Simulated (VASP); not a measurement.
Set up this calculation in VASP 6.6.1, as the native input.

```
Task                   : single point
Functional             : PBE
Potentials or basis    : VASP PAW PBE potentials, release 64 (K_sv, I)
Cutoff                 : 520 eV
k mesh                 : 6 × 6 × 6
Occupations            : fermi-dirac, width 0.02 eV
Spin                   : no spin polarisation
Dipole correction      : no
Further INCAR settings : ALGO = Normal; EDIFF = 1e-07; NBANDS = 15
```

The structure of KI lies in POSCAR:

```
KI
1.0
   -0.0373921993      3.5442842980      3.5442842980
    3.5442842980     -0.0373921993      3.5442842980
    3.5068920986      3.5068920986      0.0000000000
K I
1 1
Direct
    0.0000000000      0.0000000000      0.0000000000
    0.5000000000      0.5000000000      0.5000000000
```

This cell differs from its parent crystal: shear xy strain -2.1%.

One way to write it, as run:

INCAR

```
SYSTEM = KI
ALGO = Normal
EDIFF = 1E-7
ENCUT = 520
GGA = PE
ISIF = 2
ISMEAR = -1
LASPH = .TRUE.
LCHARG = .FALSE.
LREAL = .FALSE.
LWAVE = .FALSE.
NBANDS = 15
NELM = 80
PREC = Accurate
SIGMA = 0.02
```

KPOINTS

```
k-points
0
G
  6 6 6
  0 0 0
```

Potentials or basis: VASP PAW PBE potentials, release 64 (K_sv, I).

Run with:

```console
$ cat potpaw_PBE.64/K_sv/POTCAR potpaw_PBE.64/I/POTCAR > POTCAR
$ mpirun -np 1 vasp_std > vasp.out
```

Results of the run:

The pressure is 0.5 GPa and the band gap on the k mesh is 3.91 eV.

Caveat: the cell differs from its parent crystal (shear xy strain -2.1%); spin-orbit coupling is left out, which moves the levels of the heavy elements.

Wall time 2.7 min on 1 thread of Oxide Virtual Turin-like Processor, with other jobs on the host, peak memory 0.23 GiB.
